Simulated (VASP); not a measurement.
# TiC (I4mm) in VASP: notebook

Runs on TiC. Level: PBE. Tasks: single point.

All numbers are computed with VASP 6.6.1; they aren't measurements. Logs are shortened: lines on timing, memory, paths and dates and some standing lists are left out, and cuts for length are marked.

### 1 The cell of the first run

It takes space group I4mm (No. 107, tetragonal). The conventional cell has a = 3.064 Å, b = 3.064 Å, c = 4.333 Å, α = 90.00°, β = 90.00°, γ = 90.00°. Ti (site symmetry 4mm) has 1 C at 1.67 Å within 2.2 Å. Within 2.2 Å of C (site symmetry 4mm) lie 1 Ti at 1.67 Å.

### 2 Single point, PBE (all C atoms moved -0.500 Å, as atom 2 along Cartesian [0 0 1])

INCAR reads:

```
SYSTEM = TiC
  PREC = Accurate
  ENCUT = 520
  EDIFF = 1E-6
  ISMEAR = 0
  SIGMA = 0.15
  LREAL = .False.
  LASPH = .True.
  NELM = 80
  ALGO = Normal
  ISIF = 2
  LWAVE = .False.
  LCHARG = .True.
  GGA = PE
  LELF = .True.
  LVHAR = .True.
  NBANDS = 15
```

KPOINTS reads:

```
Automatic mesh
0
Gamma
  24 24 24
  0 0 0
```

POSCAR reads:

```
TiC
1.0
    0.0000000000      2.1664615241      2.1664615241
    2.1664615241      0.0000000000      2.1664615241
    2.1664615241      2.1664615241      0.0000000000
Ti C
1 1
Direct
    0.0000000000      0.0000000000      0.0000000000
    0.3846044588      0.3846044588      0.6153955412
```

Potentials or basis: VASP PAW PBE potentials, release 64 (Ti_sv, C).

Started as:

```bash
> cat potpaw_PBE.64/Ti_sv/POTCAR potpaw_PBE.64/C/POTCAR > POTCAR
> mpirun -np 1 vasp_std > vasp.out
```

OUTCAR:

```text
SYSTEM = TiC
   PREC = Accurate
   ENCUT = 520
   EDIFF = 1E-6
   ISMEAR = 0
   LREAL = .False.
   LASPH = .True.
   NELM = 80
   ISIF = 2
   GGA = PE

 ion  position               nearest neighbor table
   1  0.000  0.000  0.000-   2 1.67   2 2.22   2 2.22   2 2.22   2 2.22
   2  0.385  0.385  0.615-   1 1.67   1 2.22   1 2.22   1 2.22   1 2.22

  LATTYP: Found a face centered cubic cell.
 ALAT       =     4.3329230482

  Lattice vectors:

 A1 = (   0.0000000000,   2.1664615241,   2.1664615241)
 A2 = (   2.1664615241,   0.0000000000,   2.1664615241)
 A3 = (   2.1664615241,   2.1664615241,   0.0000000000)

Analysis of symmetry for initial positions (statically):
=====================================================================
 Subroutine PRICEL returns:
 Original cell was already a primitive cell.

 Routine SETGRP: Setting up the symmetry group for a
 face centered cubic supercell.

 Subroutine GETGRP returns: Found  8 space group operations
 (whereof  8 operations were pure point group operations)
 out of a pool of 48 trial point group operations.

The static configuration has the point symmetry C_4v.

Analysis of symmetry for dynamics (positions and initial velocities):
=====================================================================
 Subroutine PRICEL returns:
 Original cell was already a primitive cell.

 Routine SETGRP: Setting up the symmetry group for a
 face centered cubic supercell.

 Subroutine GETGRP returns: Found  8 space group operations
 (whereof  8 operations were pure point group operations)
 out of a pool of 48 trial point group operations.

The dynamic configuration has the point symmetry C_4v.

 Subroutine INISYM returns: Found  8 space group operations
 (whereof  8 operations are pure point group operations),
 and found     1 'primitive' translations

----------------------------------------------------------------------------------------

                                     Primitive cell

  volume of cell :      20.3368

  direct lattice vectors                    reciprocal lattice vectors
     0.000000000  2.166461524  2.166461524    -0.230791082  0.230791082  0.230791082
     2.166461524  0.000000000  2.166461524     0.230791082 -0.230791082  0.230791082
     2.166461524  2.166461524  0.000000000     0.230791082  0.230791082 -0.230791082

  length of vectors
     3.063839270  3.063839270  3.063839270     0.399741881  0.399741881  0.399741881

  position of ions in fractional coordinates (direct lattice)
     0.000000000  0.000000000  0.000000000
     0.384604459  0.384604459  0.615395541

  ion indices of the primitive-cell ions
   primitive index   ion index
                 1           1
                 2           2

----------------------------------------------------------------------------------------

 KPOINTS: Automatic mesh

Automatic generation of k-mesh.
 Grid dimensions read from file:
 generate k-points for:   24   24   24

 Generating k-lattice:

  Cartesian coordinates                     Fractional coordinates (reciprocal lattice)
    -0.009616295  0.009616295  0.009616295     0.041666667  0.000000000  0.000000000
     0.009616295 -0.009616295  0.009616295     0.000000000  0.041666667  0.000000000
     0.009616295  0.009616295 -0.009616295     0.000000000  0.000000000  0.041666667

  Length of vectors
     0.016655912  0.016655912  0.016655912

  Shift w.r.t. Gamma in fractional coordinates (k-lattice)
     0.000000000  0.000000000  0.000000000

 Subroutine IBZKPT returns following result:
 ===========================================

 Found   1063 irreducible k-points:

 Following reciprocal coordinates:
            Coordinates               Weight
  0.000000  0.000000  0.000000      1.000000
  0.041667  0.000000  0.000000      8.000000
  0.083333  0.000000  0.000000      8.000000
  0.125000  0.000000  0.000000      8.000000
  0.166667  0.000000  0.000000      8.000000
  0.208333  0.000000  0.000000      8.000000
[... 16 lines left out ...]
  0.000000  0.208333  0.041667     16.000000
  0.250000  0.041667  0.000000      8.000000
 [... further k-points ...]
   k-points           NKPTS =   1063   k-points in BZ     NKDIM =   1063   number of bands    NBANDS=     15
   number of dos      NEDOS =    301   number of ions     NIONS =      2
   total plane-waves  NPLWV =  13824
   dimension x,y,z NGX =    24 NGY =   24 NGZ =   24
   dimension x,y,z NGXF=    48 NGYF=   48 NGZF=   48
   ions per type =               1   1
   NGX,Y,Z   is equivalent  to a cutoff of  13.02, 13.02, 13.02 a.u.
   NGXF,Y,Z  is equivalent  to a cutoff of  26.05, 26.05, 26.05 a.u.
 SYSTEM =  TiC
   PREC   = accura    normal or accurate (medium, high low for compatibility)
   ISTART =      0    job   : 0-new  1-cont  2-samecut
   ICHARG =      2    charge: 1-file 2-atom 10-const
   ISPIN  =      1    spin polarized calculation?
   LNONCOLLINEAR =      F non collinear calculations
   LSORBIT =      F    spin-orbit coupling
   LASPH  =      T    aspherical Exc in radial PAW
   ENCUT  =  520.0 eV  38.22 Ry    6.18 a.u.   5.70  5.70  5.70*2*pi/ulx,y,z
   NELM   =     80;   NELMIN=  2; NELMDL= -5     # of ELM steps
   EDIFF  = 0.1E-05   stopping-criterion for ELM
   LREAL  =      F    real-space projection
   EDIFFG = 0.1E-04   stopping-criterion for IOM
   NSW    =      0    number of steps for IOM
   IBRION =     -1    ionic relax: 0-MD 1-quasi-New 2-CG
   NFREE  =      0    steps in history (QN), initial steepest desc. (CG)
   ISIF   =      2    stress and relaxation
   ISYM   =      2    0-nonsym 1-usesym 2-fastsym
   POTIM  = 0.5000    time-step for ionic-motion
   TEBEG  =    0.0;   TEEND  =   0.0 temperature during run
   PSTRESS=    0.0 pullay stress
   NELECT =      16.0000    total number of electrons
   NUPDOWN=      -1.0000    fix difference up-down
   EMIN   =  10.00;   EMAX   =-10.00  energy-range for DOS
   EFERMI =   0.00;   METHOD = LEGACY
   ISMEAR =     0;   SIGMA  =   0.15  broadening in eV -4-tet -1-fermi 0-gaus
   EFERMI_NEDOS =   21; number of points for ismear=-14 and -15
   IALGO  =     38    algorithm
   IMIX   =      4    mixing-type and parameters
     AMIX     =   0.40;   BMIX     =  1.00
     AMIX_MAG =   1.60;   BMIX_MAG =  1.00
  volume/ion in A,a.u.               =      10.17        68.62
  Fermi-wavevector in a.u.,A,eV,Ry     =   1.511311  2.855964 31.076536  2.284061
  Thomas-Fermi vector in A             =   2.621385
   LORBIT       =      0    0 simple, 1 ext, 2 COOP (PROOUT), +10 PAW based schemes
   GGA     = PE    functional components
   LHFCALC =     F    Hartree Fock is set to
   AEXX    =    0.0000 exact exchange contribution
   IVDW    =     0    specifies the selected vdW correction
   LEPSILON=     F    determine dielectric tensor
   LRPA    =     F    only Hartree local field effects (RPA)
 non-spin polarized calculation
 Gauss-broadening in eV      SIGMA  =   0.15
  energy-cutoff  :      520.00
  volume of cell :       20.34
 maximum number of plane-waves:       568
   NGX = 11   NGY = 11   NGZ = 11

 number of electron      16.0000000 magnetization

 Free energy of the ion-electron system (eV)
  ---------------------------------------------------
  ext. energy  EPLUGINS =         0.00000000
  ---------------------------------------------------
  free energy    TOTEN  =       -17.10537019 eV

  energy without entropy =      -17.10341707  energy(sigma->0) =      -17.10439363

 E-fermi :   9.1495     XC(G=0): -12.5524

 val. band max:        9.1409340280   @ k =   0.2917   0.2500   0.0417
 cond. band min:       9.1544357161   @ k =   0.2500   0.2083   0.0000
 fundamental gap:      0.0135016881
 Fermi energy:         9.1494736696

 k-point     1 :       0.0000    0.0000    0.0000
  band No.  band energies     occupation
      1     -46.9776      2.00000
      2     -23.1746      2.00000
      3     -23.0199      2.00000
      4     -23.0199      2.00000
      5      -2.7397      2.00000
      6       7.6977      2.00000
      7       7.6977      2.00000
      8       7.8367      2.00000
      9      10.2662      0.00000
     10      11.3087      0.00000
     11      14.2527      0.00000
     12      14.2527      0.00000
     13      16.3076      0.00000
     14      19.1020      0.00000
     15      22.5858      0.00000

 k-point     2 :       0.0417    0.0000    0.0000
  band No.  band energies     occupation
      1     -46.9763      2.00000
      2     -23.1789      2.00000
      3     -23.0260      2.00000
      4     -23.0210      2.00000
      5      -2.7004      2.00000
      6       7.5275      2.00000
      7       7.6922      2.00000
      8       7.9512      2.00000
      9      10.2680      0.00000
     10      11.2623      0.00000
     11      14.1353      0.00000
     12      14.3503      0.00000
     13      16.4119      0.00000
     14      19.1809      0.00000
     15      22.6327      0.00000

 k-point     3 :       0.0833    0.0000    0.0000
  band No.  band energies     occupation
      1     -46.9725      2.00000
      2     -23.1927      2.00000
      3     -23.0424      2.00000
      4     -23.0242      2.00000
      5      -2.5835      2.00000
      6       7.2535      2.00000
      7       7.6716      2.00000
      8       8.0565      2.00000
      9      10.2779      0.00000
     10      11.1556      0.00000
     11      13.8591      0.00000
     12      14.6116      0.00000
     13      16.6608      0.00000
     14      19.3969      0.00000
     15      22.7579      0.00000
[... 343 lines left out ...]
 k-point    23 :       0.0000    0.2083    0.0417
  band No.  band energies     occupation
      1     -46.9517      2.00000
      2     -23.2870      2.00000
      3     -23.1108      2.00000
      4     -23.0416      2.00000
      5      -1.9102      2.00000
      6       6.2530      2.00000
      7       7.3868      2.00000
      8       8.1310      2.00000
      9      10.4881      0.00000
     10      10.9465      0.00000
     11      13.0924      0.00000
     12      15.6786      0.00000
     13      17.3987      0.00000
     14      20.1970      0.00000
     15      23.2560      0.00000

 k-point    24 :       0.2500    0.0417    0.0000
  band No.  band energies     occupation
      1     -46.9418      2.00000
      2     -23.3663      2.00000
      3     -23.1027      2.00000
      4     -23.0572      2.00000
      5      -1.5377      2.00000
      6       5.9455      2.00000
      7       7.3856      2.00000
      8       7.5277      2.00000
      9      10.5410      0.00000
     10      11.3532      0.00000
     11      13.3248      0.00000
     12      15.7176      0.00000
     13      17.3696      0.00000
     14      20.6411      0.00000
     15      23.2123      0.00000

 [... further k-points ...]
[... 5 lines left out ...]
  --------------------------------------------------------------------------------------
  -------------------------------------------------------------------------------------
  Total        0.4093276      0.4093276     12.5988485      0.0000000      0.0000000      0.0000000
  in kB       32.2476954     32.2476954    992.5639565      0.0000000      0.0000000      0.0000000
  external PRESSURE =     352.3531158 kB  Pullay stress =       0.0000000 kB

 VOLUME and BASIS-vectors are now :
 -----------------------------------------------------------------------------
  energy-cutoff  :      520.00
  volume of cell :       20.34
      direct lattice vectors                 reciprocal lattice vectors
     0.000000000  2.166461524  2.166461524    -0.230791082  0.230791082  0.230791082
     2.166461524  0.000000000  2.166461524     0.230791082 -0.230791082  0.230791082
     2.166461524  2.166461524  0.000000000     0.230791082  0.230791082 -0.230791082

 POSITION                                       TOTAL-FORCE (eV/Angst)
 -----------------------------------------------------------------------------------
      0.00000      0.00000      0.00000         0.000000      0.000000     -8.737739
      2.16646      2.16646      1.66646         0.000000      0.000000      8.737739
 -----------------------------------------------------------------------------------
    total drift:                               -0.000000     -0.000000     -0.000014

  FREE ENERGIE OF THE ION-ELECTRON SYSTEM (eV)
  ---------------------------------------------------
  free  energy   TOTEN  =       -17.1053701851 eV

  energy  without entropy=      -17.1034170666  energy(sigma->0) =      -17.10439363
```

Wall time 3.1 min (1 thread of AMD EPYC 9R45 (Zen 5), shared host); peak memory 0.39 GiB.

What came out:

```
Free energy            : -17.1054 eV
Pressure               : 35.2 GPa
Largest force          : 8.738 eV/Å
Band gap on the k mesh : zero (band 8 reaches 9.26 eV, above the bottom of band 9 at 8.51 eV)
```

Forces in eV/Å, atoms in the order of the input:
```
Ti   0.000  0.000 -8.738
C    0.000  0.000  8.738
```

Levels at points of the mesh, in eV from the Fermi level:
| k point | band 6 | band 7 | band 8 | band 9 | band 10 | band 11 |
| --- | --- | --- | --- | --- | --- | --- |
| (0.00, 0.00, 0.00) | -1.45 | -1.45 | -1.31 | 1.12 | 2.16 | 5.10 |
| (0.50, 0.00, 0.00) | -5.46 | -2.52 | -2.30 | 2.80 | 3.36 | 4.69 |
| (0.50, 0.50, 0.00) | -2.16 | -1.34 | 0.11 | 0.11 | 3.24 | 3.78 |
| (0.00, 0.50, 0.50) | -3.73 | -3.22 | -0.61 | 3.51 | 3.79 | 3.86 |

Caveat: the cell differs from its parent crystal (all C atoms moved -0.500 Å, as atom 2 along Cartesian [0 0 1]); forces of over 1 eV/Å act on the atoms, so gaps and moduli don't describe the material at rest.

### 3 Single point, PBE (all C atoms moved +0.375 Å, as atom 2 along Cartesian [0 0 1])

INCAR reads:

```
SYSTEM = TiC
PREC = Accurate
ENCUT = 520
EDIFF = 1E-6
ISMEAR = 0
SIGMA = 0.15
LREAL = .False.
LASPH = .True.
NELM = 100
ALGO = Normal
ISIF = 2
LWAVE = .False.
LCHARG = .False.
GGA = PE
NBANDS = 15
```

KPOINTS reads:

```
regular mesh
0
Gamma
  24 24 24
  0 0 0
```

POSCAR: that of step 2 with these lines changed.

```diff
@@ -9,2 +9,2 @@
     0.0000000000      0.0000000000      0.0000000000
-    0.3846044588      0.3846044588      0.6153955412
+    0.5865466559      0.5865466559      0.4134533441
```

Potentials or basis: VASP PAW PBE potentials, release 64 (Ti_sv, C).

Started as:

```bash
> cat potpaw_PBE.64/Ti_sv/POTCAR potpaw_PBE.64/C/POTCAR > POTCAR
> mpirun -np 1 vasp_std > vasp.out
```

It took 2.9 min on 1 thread of AMD EPYC 9R45 (Zen 5), shared host; peak memory 0.39 GiB.

Results (log left out):

| Quantity | Value |
| --- | --- |
| Free energy | -17.9440 eV |
| Pressure | 18.7 GPa |
| Largest force | 4.982 eV/Å |
| Band gap on the k mesh | zero (band 8 reaches 9.46 eV, above the bottom of band 9 at 8.58 eV) |

Forces in eV/Å, atoms in the order of the input:
```
Ti   0.000  0.000  4.982
C    0.000  0.000 -4.982
```

Stress tensor (GPa, compression positive):
```
 1.85  0.00  0.00
 0.00  1.85  0.00
 0.00  0.00 52.53
```

Levels at points of the mesh, in eV from the Fermi level:
```tsv
k point	band 5	band 6	band 7	band 8	band 9	band 10	band 11	band 12
(0.00, 0.00, 0.00)	-12.09	-0.87	-0.87	-0.82	0.93	1.96	4.01	4.01
(0.50, 0.00, 0.00)	-8.79	-5.57	-2.63	-2.49	2.86	3.19	4.39	6.45
(0.50, 0.50, 0.00)	-9.75	-2.71	-1.45	0.10	0.10	3.00	3.71	3.71
(0.00, 0.50, 0.50)	-9.73	-3.29	-3.14	-0.49	2.35	3.69	3.69	4.17
```

Caveat: the cell differs from its parent crystal (all C atoms moved +0.375 Å, as atom 2 along Cartesian [0 0 1]); forces of over 1 eV/Å act on the atoms, so gaps and moduli don't describe the material at rest.

[end of part 1 of 2]
